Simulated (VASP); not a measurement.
A run of VASP 6.6.1 is set up as follows.

The input INCAR:

```
ALGO = Normal
EDIFF = 1E-6
ENCUT = 520
GGA = PS
ISIF = 2
ISMEAR = 0
LASPH = True
LCHARG = False
LREAL = False
LWAVE = False
NBANDS = 55
NELM = 100
PREC = Accurate
SIGMA = 0.02
```

File KPOINTS:

```
k-points
0
Gamma
  6 6 6
```

Contents of POSCAR:

```
In2O3
1.0
    2.7562186578      1.5913035840      4.8456979816
   -2.7562186578      1.5913035840      4.8456979816
    0.0000000000     -3.1826071681      4.8456979816
In O
4 6
Direct
    0.6425528069      0.6425528069      0.6425528069
    0.8574471931      0.8574471931      0.8574471931
    0.3574471931      0.3574471931      0.3574471931
    0.1425528069      0.1425528069      0.1425528069
    0.0458555512      0.7500000000      0.4541444488
    0.7500000000      0.4541444488      0.0458555512
    0.4541444488      0.0458555512      0.7500000000
    0.9541444488      0.2500000000      0.5458555512
    0.5458555512      0.9541444488      0.2500000000
    0.2500000000      0.5458555512      0.9541444488
```

Potentials or basis: VASP PAW PBE potentials, release 64 (In_d, O).

Run with:

```sh
$ cat potpaw_PBE.64/In_d/POTCAR potpaw_PBE.64/O/POTCAR > POTCAR
$ mpirun -np 1 vasp_std > vasp.out
```

Problem. Estimate the largest force.

Solution. 0.005 eV/Å.

Problem. Predict the pressure.

Solution. 0.5 GPa.

Problem. Estimate the band gap on the k mesh.

Solution. 1.11 eV, indirect (least direct gap 1.16 eV).

Forces in eV/Å, atoms in the order of the input:
```
In   0.000  0.000  0.002
In   0.000  0.000 -0.002
In   0.000  0.000 -0.002
In   0.000  0.000  0.002
O   -0.002 -0.004  0.000
O   -0.002  0.004  0.000
O    0.005  0.000  0.000
O    0.002  0.004  0.000
O   -0.005  0.000  0.000
O    0.002 -0.004  0.000
```

Caveat: the PAW data sets were made with another functional, which shifts forces and pressure a little; spin-orbit coupling is left out, which moves the levels of the heavy elements. As with any semilocal functional, this PBEsol gap is likely too small.
